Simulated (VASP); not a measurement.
# ZrN: electric field gradients with PBEsol

ZrN:

```
Zr N
1.0
     0.00000    2.28423    2.35276
     2.28423    0.00000    2.35276
     2.28423    2.28423    0.00000
Zr N
1 1
Cartesian
  0.0000 0.0000 0.0000
  2.2842 2.2842 2.3528
```

This cell differs from its parent crystal: zz strain of +3 %.

```yaml
Program: VASP 6.6.1
Task: electric field gradients
Functional: PBEsol
Potentials_or_basis: VASP PAW PBE potentials, release 64 (Zr_sv, N)
Cutoff: 520 eV
k_mesh: 9 × 9 × 9
Occupations: fermi-dirac, width 0.01 eV
Spin: no spin polarisation
Dipole_correction: no
Further_INCAR_settings: ALGO = Normal; EDIFF = 1e-08; NBANDS = 16
```

```json
{
  "Pressure": "-9.2 GPa",
  "Band gap on the k mesh": "zero (an odd number of electrons rules out a gap without spin polarisation)",
  "Largest electric field gradient by atom": "Zr +50.8; N +10.2 V/Å²"
}
```

Stress tensor (GPa, compression positive):
```
 -5.68   0.00   0.00
  0.00  -5.68   0.00
  0.00   0.00 -16.11
```

Levels at points of the mesh, in eV from the Fermi level:
```csv
k point,band 5,band 6,band 7,band 8,band 9,band 10,band 11,band 12,band 13,band 14
"(0.00, 0.00, 0.00)",-16.13,-2.70,-2.57,-2.57,-0.61,-0.31,-0.31,1.19,1.71,2.85
```

Electric field gradients, principal values (V/Å²):
| atom | least | middle | greatest (by size) |
| --- | --- | --- | --- |
| 1 Zr | -25.412 | -25.412 | 50.823 |
| 2 N | -5.107 | -5.110 | 10.217 |

It took 9.2 s on 1 thread of Intel(R) Xeon(R) 6975P-C (Granite Rapids), on a shared host, peak memory 0.15 GiB.

Caveat: the cell differs from its parent crystal (zz strain of +3 %); the cell stands under tension; without QUAD_EFG the Cq values of the log hold for a quadrupole moment of 1 mb, not for the nuclei; the PAW data sets were made with another functional, which shifts forces and pressure a little.
